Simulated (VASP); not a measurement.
Write the native input for VASP 6.6.1 that does the following.

```
Task                   : single point
Functional             : r2SCAN
Potentials or basis    : VASP PAW PBE potentials, release 64 (K_sv)
Cutoff                 : 520 eV
k mesh                 : 8 × 8 × 8
Occupations            : fermi-dirac, width 1 eV
Spin                   : no spin polarisation
Dipole correction      : no
Further INCAR settings : ALGO = Normal; EDIFF = 1e-06; NBANDS = 10
```

Crystal: K.

```
K
1.0
    -2.66995    2.66995    2.66995
     2.66995   -2.66995    2.66995
     2.66995    2.66995   -2.66995
K
1
Direct
  0.00000 0.00000 0.00000
```

The input as run:

POSCAR

```
K
1.0
   -2.6699463634      2.6699463634      2.6699463634
    2.6699463634     -2.6699463634      2.6699463634
    2.6699463634      2.6699463634     -2.6699463634
K
1
Direct
    0.0000000000      0.0000000000      0.0000000000
```

INCAR.step1

```
SYSTEM = K
PREC = Accurate
ENCUT = 520
ISMEAR = -1
SIGMA = 1.0
LREAL = .False.
LASPH = .True.
NELM = 100
NBANDS = 10
GGA = PE
ALGO = Normal
EDIFF = 1E-4
LWAVE = .True.
LCHARG = .False.
```

INCAR.step2

```
SYSTEM = K
PREC = Accurate
ENCUT = 520
EDIFF = 1E-6
ISMEAR = -1
SIGMA = 1.0
LREAL = .False.
LASPH = .True.
NELM = 100
ALGO = Normal
ISIF = 2
LWAVE = .False.
LCHARG = .False.
METAGGA = R2SCAN
LMIXTAU = .True.
NBANDS = 10
ISTART = 1
```

KPOINTS

```
regular mesh
0
Gamma
  8 8 8
  0 0 0
```

Potentials or basis: VASP PAW PBE potentials, release 64 (K_sv).

Launch:

```bash
$ cat potpaw_PBE.64/K_sv/POTCAR > POTCAR
$ cp INCAR.step1 INCAR
$ mpirun -np 1 vasp_std > vasp.out
$ cp INCAR.step2 INCAR
$ mpirun -np 1 vasp_std > vasp.out
```

Results of the run:

| Item | Value |
| --- | --- |
| Pressure | 0.7 GPa |
| Band gap on the k mesh | zero (an odd number of electrons rules out a gap without spin polarisation) |

Caveat: so wide a smearing shifts energies and pressures; the PAW data sets were made with another functional, which shifts forces and pressure a little.

It took 110 s on 1 thread of Intel Xeon 8259CL (shared host), peak memory 0.21 GiB.
